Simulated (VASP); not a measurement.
# Si (P6_3/mmc) in VASP: notebook

Si is run at these levels: LDA; tasks: single point.

Everything below comes from runs of VASP 6.6.1. Logs are shortened: lines on timing, memory, paths and dates and some standing lists are left out, and cuts for length are marked.

### Step 1. The cell of the first run

Symmetry: P6_3/mmc, No. 194, hexagonal system. Conventional cell: a = 3.498 Å, b = 3.498 Å, c = 6.541 Å, α = 90.00°, β = 90.00°, γ = 120.00°. Si (site symmetry 3m) has 4 Si at 2.18 to 2.45 Å within 2.9 Å.

This isn't the form of Si at room conditions, which is diamond.

### Step 2. Single point, LDA (strain -0.080 along x and y, +0.040 along z)

Input file INCAR:

```
PREC = Accurate
ENCUT = 520
EDIFF = 1E-6
ISMEAR = 0
SIGMA = 0.03
LREAL = False
LASPH = True
NELM = 100
ALGO = Normal
ISIF = 2
LWAVE = False
LCHARG = False
NBANDS = 16
```

Input file KPOINTS:

```
Automatic mesh
0
Gamma
  12 12 6
```

Input file POSCAR:

```
Si
1.0
    3.4978174985      0.0000000000      0.0000000000
   -1.7489087493      3.0291988115      0.0000000000
    0.0000000000      0.0000000000      6.5406848232
Si
4
Direct
    0.3333333333      0.6666666667      0.0630332891
    0.6666666667      0.3333333333      0.5630332891
    0.3333333333      0.6666666667      0.4369667109
    0.6666666667      0.3333333333      0.9369667109
```

Potentials or basis: VASP PAW LDA potentials, release 64 (Si).

Command:

```bash
$ cat potpaw_LDA.64/Si/POTCAR > POTCAR
$ mpirun -np 1 vasp_std > vasp.out
```

OUTCAR:

```text
PREC = Accurate
   ENCUT = 520
   EDIFF = 1E-6
   ISMEAR = 0
   LREAL = False
   LASPH = True
   NELM = 100
   ISIF = 2

 ion  position               nearest neighbor table
   1  0.333  0.667  0.063-   4 2.18   4 2.18   4 2.18   3 2.45
   2  0.667  0.333  0.563-   3 2.18   3 2.18   3 2.18   4 2.45
   3  0.333  0.667  0.437-   2 2.18   2 2.18   2 2.18   1 2.45
   4  0.667  0.333  0.937-   1 2.18   1 2.18   1 2.18   2 2.45

  LATTYP: Found a hexagonal cell.
 ALAT       =     3.4978174985
 C/A-ratio  =     1.8699331300

  Lattice vectors:

 A1 = (   3.4978174985,   0.0000000000,   0.0000000000)
 A2 = (  -1.7489087493,   3.0291988115,   0.0000000000)
 A3 = (   0.0000000000,   0.0000000000,   6.5406848232)

Analysis of symmetry for initial positions (statically):
=====================================================================
 Subroutine PRICEL returns:
 Original cell was already a primitive cell.

 Routine SETGRP: Setting up the symmetry group for a
 hexagonal supercell.

 Subroutine GETGRP returns: Found 24 space group operations
 (whereof 12 operations were pure point group operations)
 out of a pool of 24 trial point group operations.

The static configuration has the point symmetry D_3d.
 The point group associated with its full space group is D_6h.

Analysis of symmetry for dynamics (positions and initial velocities):
=====================================================================
 Subroutine PRICEL returns:
 Original cell was already a primitive cell.

 Routine SETGRP: Setting up the symmetry group for a
 hexagonal supercell.

 Subroutine GETGRP returns: Found 24 space group operations
 (whereof 12 operations were pure point group operations)
 out of a pool of 24 trial point group operations.

The dynamic configuration has the point symmetry D_3d.
 The point group associated with its full space group is D_6h.

 Subroutine INISYM returns: Found 24 space group operations
 (whereof 12 operations are pure point group operations),
 and found     1 'primitive' translations

----------------------------------------------------------------------------------------

                                     Primitive cell

  volume of cell :      69.3024

  direct lattice vectors                    reciprocal lattice vectors
     3.497817498  0.000000000  0.000000000     0.285892560  0.165060147  0.000000000
    -1.748908749  3.029198812  0.000000000     0.000000000  0.330120293  0.000000000
     0.000000000  0.000000000  6.540684823     0.000000000  0.000000000  0.152889189

  length of vectors
     3.497817498  3.497817499  6.540684823     0.330120293  0.330120293  0.152889189

  position of ions in fractional coordinates (direct lattice)
     0.333333333  0.666666667  0.063033289
     0.666666667  0.333333333  0.563033289
     0.333333333  0.666666667  0.436966711
     0.666666667  0.333333333  0.936966711

  ion indices of the primitive-cell ions
   primitive index   ion index
                 1           1
                 2           2
                 3           3
                 4           4

----------------------------------------------------------------------------------------

 KPOINTS: Automatic mesh

Automatic generation of k-mesh.
 Grid dimensions read from file:
 generate k-points for:   12   12    6

 Generating k-lattice:

  Cartesian coordinates                     Fractional coordinates (reciprocal lattice)
     0.023824380  0.013755012  0.000000000     0.083333333  0.000000000  0.000000000
     0.000000000  0.027510024  0.000000000     0.000000000  0.083333333  0.000000000
     0.000000000  0.000000000  0.025481532     0.000000000  0.000000000  0.166666667

  Length of vectors
     0.027510024  0.027510024  0.025481532

  Shift w.r.t. Gamma in fractional coordinates (k-lattice)
     0.000000000  0.000000000  0.000000000

 Subroutine IBZKPT returns following result:
 ===========================================

 Found     76 irreducible k-points:

 Following reciprocal coordinates:
            Coordinates               Weight
  0.000000  0.000000  0.000000      1.000000
  0.083333 -0.000000  0.000000      6.000000
  0.166667 -0.000000  0.000000      6.000000
  0.250000  0.000000  0.000000      6.000000
  0.333333  0.000000  0.000000      6.000000
  0.416667 -0.000000  0.000000      6.000000
[... 16 lines left out ...]
  0.250000  0.000000  0.166667     12.000000
  0.333333  0.000000  0.166667     12.000000
 [... further k-points ...]
   k-points           NKPTS =     76   k-points in BZ     NKDIM =     76   number of bands    NBANDS=     16
   number of dos      NEDOS =    301   number of ions     NIONS =      4
   total plane-waves  NPLWV =  39200
   dimension x,y,z NGX =    28 NGY =   28 NGZ =   50
   dimension x,y,z NGXF=    56 NGYF=   56 NGZF=  100
   ions per type =               4
   NGX,Y,Z   is equivalent  to a cutoff of  13.31, 13.31, 12.71 a.u.
   NGXF,Y,Z  is equivalent  to a cutoff of  26.62, 26.62, 25.42 a.u.
[... 37 lines left out ...]
   AEXX    =    0.0000 exact exchange contribution
   IVDW    =     0    specifies the selected vdW correction
   LEPSILON=     F    determine dielectric tensor
   LRPA    =     F    only Hartree local field effects (RPA)
 non-spin polarized calculation
 Gauss-broadening in eV      SIGMA  =   0.03
  energy-cutoff  :      520.00
  volume of cell :       69.30
 maximum number of plane-waves:      1908
 NGX is ok and might be reduce to    28
   NGX = 13   NGY = 13   NGZ = 25

 number of electron      16.0000001 magnetization

 Free energy of the ion-electron system (eV)
  ---------------------------------------------------
  ext. energy  EPLUGINS =         0.00000000
  ---------------------------------------------------
  free energy    TOTEN  =       -22.75036280 eV

  energy without entropy =      -22.75026914  energy(sigma->0) =      -22.75031597

 E-fermi :   7.7965     XC(G=0): -10.1579

 val. band max:        7.7902137532   @ k =   0.3333   0.3333   0.0000
 cond. band min:       7.8078916475   @ k =   0.0000   0.0000   0.0000
 fundamental gap:      0.0176778943
 Fermi energy:         7.7964762859

 k-point     1 :       0.0000    0.0000    0.0000
  band No.  band energies     occupation
      1      -5.7231      2.00000
      2      -3.8613      2.00000
      3      -0.3344      2.00000
      4       6.6982      2.00000
      5       6.6982      2.00000
      6       6.7258      2.00000
[... 8 lines left out ...]
     15      13.4850      0.00000
     16      14.2288      0.00000

 k-point     2 :       0.0833   -0.0000    0.0000
  band No.  band energies     occupation
      1      -5.6212      2.00000
      2      -3.7594      2.00000
      3      -0.2499      2.00000
      4       5.9028      2.00000
      5       6.4526      2.00000
      6       6.7069      2.00000
[... 8 lines left out ...]
     15      13.3780      0.00000
     16      13.9817      0.00000

 k-point     3 :       0.1667   -0.0000    0.0000
  band No.  band energies     occupation
      1      -5.3173      2.00000
      2      -3.4553      2.00000
      3      -0.0090      2.00000
      4       4.3992      2.00000
      5       5.7523      2.00000
      6       5.9385      2.00000
[... 8 lines left out ...]
     15      13.3751      0.00000
     16      13.7369      0.00000

 k-point     4 :       0.2500    0.0000    0.0000
  band No.  band energies     occupation
      1      -4.8179      2.00000
      2      -2.9548      2.00000
      3       0.3174      2.00000
      4       2.8938      2.00000
      5       4.1993      2.00000
      6       5.4223      2.00000
[... 8 lines left out ...]
     15      14.3388      0.00000
     16      14.7765      0.00000
[... 324 lines left out ...]
 k-point    22 :       0.1667   -0.0000    0.1667
  band No.  band energies     occupation
      1      -5.2376      2.00000
      2      -3.6799      2.00000
      3       0.3782      2.00000
      4       4.4667      2.00000
      5       5.3817      2.00000
      6       5.8704      2.00000
[... 8 lines left out ...]
     15      13.2121      0.00000
     16      13.9373      0.00000

 k-point    23 :       0.2500    0.0000    0.1667
  band No.  band energies     occupation
      1      -4.7385      2.00000
      2      -3.1817      2.00000
      3       0.6873      2.00000
      4       2.9816      2.00000
      5       3.9824      2.00000
      6       5.4824      2.00000
[... 8 lines left out ...]
     15      14.3774      0.00000
     16      14.6584      0.00000

 k-point    24 :       0.3333    0.0000    0.1667
  band No.  band energies     occupation
      1      -4.0614      2.00000
      2      -2.5061      2.00000
      3       0.5512      2.00000
      4       2.1803      2.00000
      5       2.4995      2.00000
      6       5.0774      2.00000
[... 8 lines left out ...]
     15      15.1096      0.00000
     16      15.6897      0.00000

 [... further k-points ...]

------------------------ aborting loop because EDIFF is reached ----------------------------------------

  FORCE on cell =-STRESS in cart. coord.  units (eV):
  Direction    XX          YY          ZZ          XY          YZ          ZX
  --------------------------------------------------------------------------------------
  -------------------------------------------------------------------------------------
  Total       12.7210521     12.7210521     -1.6414819     -0.0000000     -0.0000000      0.0000000
  in kB      294.0935275    294.0935275    -37.9488426     -0.0000000     -0.0000000      0.0000000
  external PRESSURE =     183.4127375 kB  Pullay stress =       0.0000000 kB

 VOLUME and BASIS-vectors are now :
 -----------------------------------------------------------------------------
  energy-cutoff  :      520.00
  volume of cell :       69.30
      direct lattice vectors                 reciprocal lattice vectors
     3.497817498  0.000000000  0.000000000     0.285892560  0.165060147  0.000000000
    -1.748908749  3.029198812  0.000000000     0.000000000  0.330120293  0.000000000
     0.000000000  0.000000000  6.540684823     0.000000000  0.000000000  0.152889189

 POSITION                                       TOTAL-FORCE (eV/Angst)
 -----------------------------------------------------------------------------------
     -0.00000      2.01947      0.41228        -0.000000      0.000000      1.792724
      1.74891      1.00973      3.68262         0.000000     -0.000000      1.792724
     -0.00000      2.01947      2.85806        -0.000000      0.000000     -1.792724
      1.74891      1.00973      6.12840         0.000000     -0.000000     -1.792724
 -----------------------------------------------------------------------------------
    total drift:                               -0.000000      0.000000     -0.000000

  FREE ENERGIE OF THE ION-ELECTRON SYSTEM (eV)
  ---------------------------------------------------
  free  energy   TOTEN  =       -22.7503627960 eV

  energy  without entropy=      -22.7502691418  energy(sigma->0) =      -22.75031597
```

Run time: 41 s. Hardware: 1 thread of AMD EPYC 9R45 (Zen 5), shared host; peak memory 0.16 GiB.

Results:

- Free energy: -22.7504 eV
- Pressure: 18.3 GPa
- Largest force: 1.793 eV/Å
- Band gap on the k mesh: zero (bands 8 and 9 overlap by 0.02 eV)

Forces in eV/Å, atoms in the order of the input:
```
Si   0.000  0.000  1.793
Si   0.000  0.000  1.793
Si   0.000  0.000 -1.793
Si   0.000  0.000 -1.793
```

Levels at points of the mesh, in eV from the Fermi level:
```
           k point  band 5  band 6  band 7  band 8  band 9  band 10  band 11  band 12
(0.00, 0.00, 0.00)   -1.10   -1.07    0.01    0.01    0.13     2.50     2.50     2.68
(0.50, 0.00, 0.00)   -5.27   -3.56   -3.12   -1.89    0.41     2.14     2.22     2.94
(0.00, 0.00, 0.50)   -0.63   -0.63   -0.63   -0.63    2.92     2.92     3.23     3.23
(0.50, 0.00, 0.50)   -3.25   -3.25   -2.61   -2.61    0.24     0.24     1.10     1.10
```

Caveat: the cell differs from its parent crystal (strain -0.080 along x and y, +0.040 along z); the stress differs along the axes, from -4 to 29 GPa; semilocal functionals underestimate gaps, and a narrow one can read as zero; forces of over 1 eV/Å act on the atoms, so gaps and moduli don't describe the material at rest.

### Step 3. Single point, LDA (strain -0.040 along x and y, -0.040 along z)

Input file INCAR:

```
SYSTEM = Si
ALGO = Normal
EDIFF = 1E-7
ENCUT = 520
GGA = CA
ISIF = 2
ISMEAR = 0
LASPH = .TRUE.
LCHARG = .FALSE.
LREAL = .FALSE.
LWAVE = .FALSE.
NBANDS = 16
NELM = 80
PREC = Accurate
SIGMA = 0.03
```

Input file KPOINTS:

```
k-points
0
G
  12 12 6
  0 0 0
```

Input file POSCAR:

```
Si
1.0
    3.6498965202      0.0000000000      0.0000000000
   -1.8249482601      3.1609031077      0.0000000000
    0.0000000000      0.0000000000      6.0375552214
Si
4
Direct
    0.3333333333      0.6666666667      0.0630332891
    0.6666666667      0.3333333333      0.5630332891
    0.3333333333      0.6666666667      0.4369667109
    0.6666666667      0.3333333333      0.9369667109
```

Potentials or basis: VASP PAW LDA potentials, release 64 (Si).

Command:

```bash
$ cat potpaw_LDA.64/Si/POTCAR > POTCAR
$ mpirun -np 1 vasp_std > vasp.out
```

It took 36 s on 1 thread of AMD EPYC 9R45 (Zen 5), shared host; peak memory 0.15 GiB.

Results (log left out):

```yaml
Free_energy: -23.4054 eV
Pressure: 15.4 GPa
Largest_force: 0.068 eV/Å
Band_gap_on_the_k_mesh: zero (bands 8 and 9 overlap by 0.03 eV)
```

Forces on the atoms (eV/Å):
```
Si   0.000  0.000  0.068
Si   0.000  0.000  0.068
Si   0.000  0.000 -0.068
Si   0.000  0.000 -0.068
```

Stress tensor (GPa, compression positive):
```
15.31  0.00  0.00
 0.00 15.31  0.00
 0.00  0.00 15.50
```

Levels at points of the mesh, in eV from the Fermi level:
```csv
k point,band 4,band 5,band 6,band 7,band 8,band 9,band 10,band 11,band 12,band 13
"(0.00, 0.00, 0.00)",-1.72,-1.72,-0.42,0.03,0.03,1.34,1.87,1.87,2.40,4.26
"(0.50, 0.00, 0.00)",-6.41,-5.37,-3.58,-3.49,-1.61,0.00,2.42,2.74,2.93,4.92
"(0.00, 0.00, 0.50)",-4.62,-1.05,-1.05,-1.05,-1.05,2.12,2.12,2.91,2.91,2.91
"(0.50, 0.00, 0.50)",-7.94,-2.77,-2.77,-2.75,-2.75,0.78,0.78,1.31,1.31,5.79
```

Caveat: the cell differs from its parent crystal (strain -0.040 along x and y, -0.040 along z); the cell stands under pressure; semilocal functionals underestimate gaps, and a narrow one can read as zero.

### Step 4. Single point, LDA (strain -0.080 along x and y, +0.080 along z)

Input file INCAR:

```
PREC = Accurate ; ENCUT = 520
EDIFF = 1E-6 ; ISMEAR = 0
SIGMA = 0.03 ; LREAL = F
LASPH = T ; NELM = 100
ALGO = Normal ; ISIF = 2
LWAVE = F ; LCHARG = T
GGA = CA ; LELF = T
LVHAR = T ; NBANDS = 16
```

Input file KPOINTS:

```
Automatic mesh
0
Gamma
  12 12 6
```

Input file POSCAR:

```
Si
1.0
    3.4978174985      0.0000000000      0.0000000000
   -1.7489087493      3.0291988115      0.0000000000
    0.0000000000      0.0000000000      6.7922496241
Si
4
Direct
    0.3333333333      0.6666666667      0.0630332891
    0.6666666667      0.3333333333      0.5630332891
    0.3333333333      0.6666666667      0.4369667109
    0.6666666667      0.3333333333      0.9369667109
```

Command:

```bash
$ cat potpaw_LDA.64/Si/POTCAR > POTCAR
$ mpirun -np 1 vasp_std > vasp.out
```

It took 43 s on 1 thread of AMD EPYC 9R45 (Zen 5), shared host; peak memory 0.16 GiB.

Results (log left out):

```yaml
Free_energy: -22.6289 eV
Pressure: 14.0 GPa
Largest_force: 1.786 eV/Å
Band_gap_on_the_k_mesh: zero (bands 8 and 9 overlap by 0.24 eV)
```

Forces in eV/Å, atoms in the order of the input:
```
Si   0.000  0.000  1.786
Si   0.000  0.000  1.786
Si   0.000  0.000 -1.786
Si   0.000  0.000 -1.786
```

Stress tensor (GPa, compression positive):
```
 25.96   0.00   0.00
  0.00  25.96   0.00
  0.00   0.00 -10.06
```

Levels at points of the mesh, in eV from the Fermi level:
```
           k point  band 5  band 6  band 7  band 8  band 9  band 10  band 11  band 12
(0.00, 0.00, 0.00)   -0.68   -0.68   -0.30    0.24    0.24     2.92     2.92     3.14
(0.50, 0.00, 0.00)   -4.83   -3.17   -2.70   -1.68    0.82     2.29     2.33     2.48
(0.00, 0.00, 0.50)   -0.28   -0.28   -0.28   -0.28    3.19     3.19     3.55     3.55
(0.50, 0.00, 0.50)   -3.04   -3.04   -2.26   -2.26    0.28     0.28     1.43     1.43
```

Caveat: the cell differs from its parent crystal (strain -0.080 along x and y, +0.080 along z); the stress differs along the axes, from -10 to 26 GPa; semilocal functionals underestimate gaps, and a narrow one can read as zero; forces of over 1 eV/Å act on the atoms, so gaps and moduli don't describe the material at rest.

### Step 5. Single point, LDA (strain +0.000 along x and y, -0.080 along z)

Input file INCAR:

```
SYSTEM = Si
ALGO     = Normal         ! electronic algorithm
EDIFF    = 1E-7           ! SCF threshold, eV
ENCUT    = 520            ! plane-wave cutoff, eV
GGA      = CA             ! functional
ISIF     = 2              ! what is computed and relaxed
ISMEAR   = 0              ! smearing method
LASPH    = .TRUE.         ! aspherical terms in the spheres
LCHARG   = .FALSE.        ! write CHGCAR
LREAL    = .FALSE.        ! projectors in reciprocal space
LWAVE    = .FALSE.        ! write WAVECAR
NBANDS   = 16             ! bands
NELM     = 80             ! most SCF steps
PREC     = Accurate       ! precision mode
SIGMA    = 0.03           ! smearing width, eV
```

Input file KPOINTS:

```
k-points
0
G
  12 12 6
  0 0 0
```

Input file POSCAR:

```
Si
1.0
    3.8019755419      0.0000000000      0.0000000000
   -1.9009877710      3.2926074038      0.0000000000
    0.0000000000      0.0000000000      5.7859904205
Si
4
Direct
    0.3333333333      0.6666666667      0.0630332891
    0.6666666667      0.3333333333      0.5630332891
    0.3333333333      0.6666666667      0.4369667109
    0.6666666667      0.3333333333      0.9369667109
```

Command:

```bash
$ cat potpaw_LDA.64/Si/POTCAR > POTCAR
$ mpirun -np 1 vasp_std > vasp.out
```

Wall time 44 s (1 thread of AMD EPYC 9R45 (Zen 5), shared host); peak memory 0.16 GiB.

Results (log left out):

```yaml
Free_energy: -23.2918 eV
Pressure: 10.9 GPa
Largest_force: 1.553 eV/Å
Band_gap_on_the_k_mesh: zero (bands 8 and 9 overlap by 0.36 eV)
```

Forces on the atoms (eV/Å):
```
Si   0.000  0.000 -1.553
Si   0.000  0.000 -1.553
Si   0.000  0.000  1.553
Si   0.000  0.000  1.553
```

Stress tensor (GPa, compression positive):
```
 1.93  0.00  0.00
 0.00  1.93  0.00
 0.00  0.00 28.93
```

Levels at points of the mesh, in eV from the Fermi level:
```csv
k point,band 5,band 6,band 7,band 8,band 9,band 10,band 11,band 12
"(0.00, 0.00, 0.00)",-1.97,-0.12,0.25,0.25,0.45,1.58,1.58,3.71
"(0.50, 0.00, 0.00)",-5.14,-3.53,-3.36,-1.18,-0.11,2.73,2.75,3.16
"(0.00, 0.00, 0.50)",-1.17,-1.17,-1.17,-1.17,1.53,1.53,2.83,2.83
"(0.50, 0.00, 0.50)",-2.68,-2.68,-2.18,-2.18,0.91,0.91,2.09,2.09
```

Caveat: the cell differs from its parent crystal (strain +0.000 along x and y, -0.080 along z); the stress differs along the axes, from 2 to 29 GPa; semilocal functionals underestimate gaps, and a narrow one can read as zero; forces of over 1 eV/Å act on the atoms, so gaps and moduli don't describe the material at rest.

### Step 6. Overview

```tsv
cell	gap on the mesh (eV)	pressure (GPa)	largest force (eV/Å)
a = 3.498, b = 3.498, c = 6.541 Å, angles 90.0, 90.0, 120.0°, 4 atoms	none	18.3	1.79
a = 3.650, b = 3.650, c = 6.038 Å, angles 90.0, 90.0, 120.0°, 4 atoms	none	15.4	0.07
a = 3.498, b = 3.498, c = 6.792 Å, angles 90.0, 90.0, 120.0°, 4 atoms	none	14.0	1.79
a = 3.802, b = 3.802, c = 5.786 Å, angles 90.0, 90.0, 120.0°, 4 atoms	none	10.9	1.55
```

Alike in all rows: task single point; level LDA; potentials or basis VASP PAW LDA potentials, release 64 (Si); no spin polarisation; k mesh 12 × 12 × 6; cutoff (eV) 520; smearing gaussian 0.03 eV.

Caveats: semilocal functionals underestimate gaps, and a narrow one can read as zero; forces of over 1 eV/Å act on the atoms, so gaps and moduli don't describe the material at rest (at least some runs); the stress differs along the axes, from -4 to 29 GPa (at least some runs); the cell stands under pressure (at least some runs); the stress differs along the axes, from -10 to 26 GPa (at least some runs); the stress differs along the axes, from 2 to 29 GPa (at least some runs).

Total energies depend on the potentials used, so only differences within one code and one set of settings carry meaning.

The gap in the log of VASP goes by the Fermi energy; the results here count the filled bands.